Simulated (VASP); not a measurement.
Here is a VASP 6.6.1 calculation.

The input INCAR:

```
PREC     = Accurate       # precision mode
ENCUT    = 600            # plane-wave cutoff, eV
EDIFF    = 1E-6           # SCF threshold, eV
ISMEAR   = 0              # smearing method
SIGMA    = 0.1            # smearing width, eV
LREAL    = F              # projectors in reciprocal space
LASPH    = T              # aspherical terms in the spheres
NELM     = 100            # most SCF steps
ALGO     = Normal         # electronic algorithm
ISIF     = 3              # what is computed and relaxed
LWAVE    = F              # write WAVECAR
LCHARG   = F              # write CHGCAR
GGA      = PE             # functional
IBRION   = 2              # ionic algorithm
NSW      = 90             # ionic steps
EDIFFG   = -0.04          # ionic threshold
```

File KPOINTS:

```
regular mesh
0
Gamma
  9 9 8
```

The input POSCAR:

```
Cr
1.0
    2.5424558388      0.0000000000      0.0000000000
   -1.2712279194      2.2018313444      0.0000000000
    0.0000000000      0.0000000000      2.3756071744
Cr
1
Direct
    0.0000000000      0.0000000000      0.0000000000
```

Potentials or basis: VASP PAW PBE potentials, release 64 (Cr_pv).

Launch:

```console
$ cat potpaw_PBE.64/Cr_pv/POTCAR > POTCAR
$ mpirun -np 1 vasp_std > vasp.out
```

(1) Predict the relaxed cell.

(2) Predict the space group after relaxing (to 0.1 Å).

(3) Predict the relaxed volume.

Results:

(1) a = 2.495 Å, b = 2.495 Å, c = 2.288 Å, α = 90.00°, β = 90.00°, γ = 120.00°.

(2) P6/mmm (No. 191).

(3) 12.33 Å³/atom.

Caveat: the run has no spin polarisation, though such a crystal can be magnetic.
